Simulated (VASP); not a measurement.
Write the native input for VASP 6.6.1 that does the following.

```yaml
Task: single point
Functional: PBEsol
Potentials_or_basis: VASP PAW PBE potentials, release 64 (W_sv, S)
Cutoff: 520 eV
k_mesh: 12 × 12 × 2
Occupations: gaussian, width 0.05 eV
Spin: no spin polarisation
Dipole_correction: no
Further_INCAR_settings: ALGO = Normal; EDIFF = 1e-06; NBANDS = 35
```

The structure of WS2 lies in POSCAR:

```
WS2
1.0
    3.2280036364      0.0000000000      0.0000000000
   -1.6140018182      2.7955331526      0.0000000000
    0.0000000000      0.0000000000     13.0266084735
W S
2 4
Direct
    0.3333333333      0.6666666667      0.2500000000
    0.6666666667      0.3333333333      0.7500000000
    0.3333333333      0.6666666667      0.6265487320
    0.6666666667      0.3333333333      0.1265487320
    0.3333333333      0.6666666667      0.8734512680
    0.6666666667      0.3333333333      0.3734512680
```

One way to write it, as run:

INCAR

```
SYSTEM = WS2
  ALGO = Normal
  EDIFF = 1E-6
  ENCUT = 520
  GGA = PS
  ISIF = 2
  ISMEAR = 0
  LASPH = .True.
  LCHARG = .True.
  LELF = .True.
  LREAL = .False.
  LVHAR = .True.
  LWAVE = .False.
  NBANDS = 35
  NELM = 100
  PREC = Accurate
  SIGMA = 0.05
```

KPOINTS

```
k-points
0
Gamma
  12 12 2
  0 0 0
```

Potentials or basis: VASP PAW PBE potentials, release 64 (W_sv, S).

Run with:

```bash
$ cat potpaw_PBE.64/W_sv/POTCAR potpaw_PBE.64/S/POTCAR > POTCAR
$ mpirun -np 1 vasp_std > vasp.out
```

It gave:

- Pressure: -10.6 GPa
- Largest force: 1.235 eV/Å
- Band gap on the k mesh: 1.15 eV (least direct gap 1.69 eV)

Caveat: the cell stands under tension; the PAW data sets were made with another functional, which shifts forces and pressure a little; spin-orbit coupling is left out, which moves the levels of the heavy elements; this functional lacks dispersion, which binds layers or chains, so the pressure and a relaxed spacing across them are unreliable.

It took 120 s on 1 thread of Intel(R) Xeon(R) Platinum 8259CL CPU @ 2.50GHz (Skylake/Cascade Lake), on a shared host, peak memory 0.29 GiB.
